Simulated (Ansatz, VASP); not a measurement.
# CO2 in VASP and in Ansatz

File INCAR:

```
  PREC = Accurate
  ENCUT = 520
  EDIFF = 1E-6
  ISMEAR = 0
  SIGMA = 0.1
  LREAL = False
  LASPH = True
  NELM = 60
  ALGO = Normal
  ISIF = 2
  LWAVE = False
  LCHARG = True
  GGA = PE
  LELF = True
  LVHAR = True
  NBANDS = 25
```

The input KPOINTS:

```
Automatic mesh
0
Gamma
  6 6 6
```

Contents of POSCAR:

```
CO2
1.0
   -2.2893153816      2.2893153816      3.3575890595
    2.2893153816     -2.2893153816      3.3575890595
    2.2893153816      2.2893153816     -3.3575890595
C O
2 4
Direct
    0.0000000000      0.0000000000      0.0000000000
    0.7500000000      0.2500000000      0.5000000000
    0.3750000000      0.2174786205      0.3424786205
    0.9674786205      0.6250000000      0.8424786205
    0.7825213795      0.1250000000      0.1575213795
    0.8750000000      0.0325213795      0.6575213795
```

Input for Ansatz:

```yaml
crystal:
  lattice:
    - [-2.2893153816, 2.2893153816, 3.3575890595]
    - [2.2893153816, -2.2893153816, 3.3575890595]
    - [2.2893153816, 2.2893153816, -3.3575890595]
  atoms:
    - { symbol: C, position: [0.0, 0.0, 0.0] }
    - { symbol: C, position: [0.75, 0.25, 0.5] }
    - { symbol: O, position: [0.375, 0.2174786205, 0.3424786205] }
    - { symbol: O, position: [0.9674786205, 0.625, 0.8424786205] }
    - { symbol: O, position: [0.7825213795, 0.125, 0.1575213795] }
    - { symbol: O, position: [0.875, 0.0325213795, 0.6575213795] }
basis:
  ecutwfc: 420
kpoints:
  mp_grid: { grid: [6, 6, 6] }
hamiltonian:
  xc: pbe
scf:
  occupations: { method: gaussian, width: 0.1 }
output:
  forces: true
  stress: true
  eigenvalues: true
```

Alike in both runs: task single point; functional PBE; k mesh 6 × 6 × 6; occupations gaussian, width 0.1 eV; no spin polarisation.

|  | VASP | Ansatz |
| --- | --- | --- |
| version | VASP 6.6.1 | Ansatz 0.2.0 |
| potentials or method | VASP PAW PBE potentials, release 64 (C, O), cutoff 520 eV | scalar-relativistic, plane waves, PAW |
| valence electrons in the cell | 32 | 32 |

|  | VASP | Ansatz | Ansatz less VASP |
| --- | --- | --- | --- |
| gap on the k mesh at the Fermi level (eV) | 4.35 | 4.38 | +0.025 |
| least direct gap on the mesh (eV) | 4.45 | 4.48 | +0.030 |
| rms of the force components (eV/Å) | 0.179 | 0.173 | -0.0068 |

Atom by atom the forces differ by 0.007 eV/Å (rms over components).
